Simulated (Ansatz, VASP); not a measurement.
## Li2S: VASP beside Ansatz

```
Li S
1.0
     2.84450    2.84450    0.00000
    -2.84450    2.84450    0.00000
     0.00000    2.84450    2.84450
Li S
2 1
Direct
  0.25000 0.75000 0.50000
  0.75000 0.25000 0.50000
  0.00000 0.00000 0.00000
```

Alike in both runs: task relaxation of cell and atoms; functional PBEsol; k mesh 12 × 12 × 12; occupations fermi-dirac, width 0.08 eV; no spin polarisation.

```csv
,VASP,Ansatz
version,VASP 6.6.1,Ansatz 0.2.0
potentials or method,"VASP PAW PBE potentials, release 64 (Li_sv, S)","PAW with Ansatz's default frozen-core files, scalar-relativistic"
plane-wave cutoff (eV),750,420
valence electrons in the cell,12,12
```

```tsv
	VASP	Ansatz	Ansatz less VASP
relaxed volume (Å³/atom)	15.07	15.07	0.000
relaxed cell length with the largest relative difference (Å)	3.998	3.998	0.0000
```

VASP's potentials were made for PBE, not for PBEsol.
